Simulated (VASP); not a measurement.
The system is PbSe.

```
CELL_PARAMETERS angstrom
0.00000 3.08870 2.98276
3.08870 0.00000 2.98276
3.08870 3.08870 0.00000
ATOMIC_POSITIONS crystal
Pb 0.00000 0.00000 0.00000
Se 0.50000 0.50000 0.50000
```

This cell differs from its parent crystal: uniaxial z strain -3.4%.

Base run:

* Program: VASP 6.6.1
* Functional: PBE
* Potentials or basis: VASP PAW PBE potentials, release 64 (Pb_d, Se)
* Cutoff: 520 eV
* k mesh: 8 × 8 × 8
* Occupations: fermi-dirac, width 0.02 eV
* Spin: no spin polarisation

Its results: band gap on the k mesh 0.23 eV, direct; pressure 3.0 GPa.

The run is repeated on the same cell with these changes: functional from PBE to r2SCAN; occupations from fermi-dirac, width 0.02 eV to gaussian, width 0.01 eV. What comes out?

Band gap on the k mesh 0.51 eV, direct; pressure 2.2 GPa.

Caveats: spin-orbit coupling is left out, which moves the levels of the heavy elements; the PAW data sets were made with another functional, which shifts forces and pressure a little (some runs).

A k mesh can miss the band edges.
